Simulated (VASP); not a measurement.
Wanted: the native input for a VASP 6.6.1 run.

- Task: single point
- Functional: LDA
- Potentials or basis: VASP PAW LDA potentials, release 64 (Ca_sv)
- Cutoff: 520 eV
- k mesh: 16 × 16 × 16
- Occupations: gaussian, width 0.15 eV
- Spin: no spin polarisation
- Dipole correction: no
- Further INCAR settings: ALGO = Fast; EDIFF = 1e-06; NBANDS = 11

The structure of Ca lies in POSCAR:

```
Ca
1.0
    0.0000000000      3.0354700633      2.3676666494
    3.0354700633      0.0000000000      2.3676666494
    3.0354700633      3.0354700633      0.0000000000
Ca
1
Direct
    0.0000000000      0.0000000000      0.0000000000
```

This cell differs from its parent crystal: ratio of the length along z to the lengths across it x 0.78, volume and fractional coordinates fixed.

The input as run:

INCAR

```
SYSTEM = Ca
  PREC = Accurate
  ENCUT = 520
  EDIFF = 1E-6
  ISMEAR = 0
  SIGMA = 0.15
  LREAL = .False.
  LASPH = .True.
  NELM = 80
  ALGO = Fast
  ISIF = 2
  LWAVE = .False.
  LCHARG = .True.
  GGA = CA
  LELF = .True.
  LVHAR = .True.
  NBANDS = 11
```

KPOINTS

```
regular mesh
0
Gamma
  16 16 16
  0 0 0
```

Potentials or basis: VASP PAW LDA potentials, release 64 (Ca_sv).

Launch:

```sh
$ cat potpaw_LDA.64/Ca_sv/POTCAR > POTCAR
$ mpirun -np 1 vasp_std > vasp.out
```

Results of the run:

| Quantity | Value |
| --- | --- |
| Pressure | -2.2 GPa |
| Band gap on the k mesh | zero (band 5 reaches 1.96 eV, above the bottom of band 6 at 1.62 eV) |

It took 4.3 min on 1 thread of AMD EPYC 7R13 (shared host), peak memory 0.25 GiB.
